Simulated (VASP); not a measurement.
CuO: single point with PBE

CuO:

```
CELL_PARAMETERS angstrom
2.82072 0.00000 0.00000
0.03828 2.82050 0.00000
0.01714 0.01689 5.07067
ATOMIC_POSITIONS crystal
Cu 0.00000 0.50000 0.00000
Cu 0.50000 0.00000 0.50000
O 0.99842 0.00167 0.74989
O 0.00158 0.99833 0.25011
```

```
Program             : VASP 6.6.1
Task                : single point
Functional          : PBE
Potentials or basis : VASP PAW PBE potentials, release 64 (Cu_sv_GW, O)
Cutoff              : 700 eV
k mesh              : 9 × 9 × 5
Occupations         : fermi-dirac, width 0.05 eV
Spin                : no spin polarisation
```

```
Pressure               : 15.7 GPa
Largest force          : 0.012 eV/Å
Band gap on the k mesh : zero (bands 25 and 26 overlap by 0.99 eV)
```

Forces in eV/Å, atoms in the order of the input:
```
Cu   0.000  0.000  0.000
Cu   0.000  0.000  0.000
O   -0.001 -0.001  0.012
O    0.001  0.001 -0.012
```

Stress tensor (GPa, compression positive):
```
14.71  0.05  0.04
 0.05 14.63  0.06
 0.04  0.06 17.76
```

Levels at points of the mesh, in eV from the Fermi level:
| k point | band 21 | band 22 | band 23 | band 24 | band 25 | band 26 | band 27 | band 28 | band 29 | band 30 |
| --- | --- | --- | --- | --- | --- | --- | --- | --- | --- | --- |
| (0.00, 0.00, 0.00) | -2.69 | -2.65 | -2.56 | -2.22 | 0.69 | 0.73 | 1.65 | 6.20 | 7.61 | 13.89 |

It took 4.1 min on 1 thread of Intel(R) Xeon(R) 6975P-C (Granite Rapids), with other jobs on the host, peak memory 0.48 GiB.

Caveat: the cell stands under pressure; semilocal functionals often make such compounds metallic where correlation or magnetic order opens a gap, which also shifts bond lengths. With open d or f shells a metallic result of PBE can be an artefact of self-interaction; +U or a hybrid may open a gap.
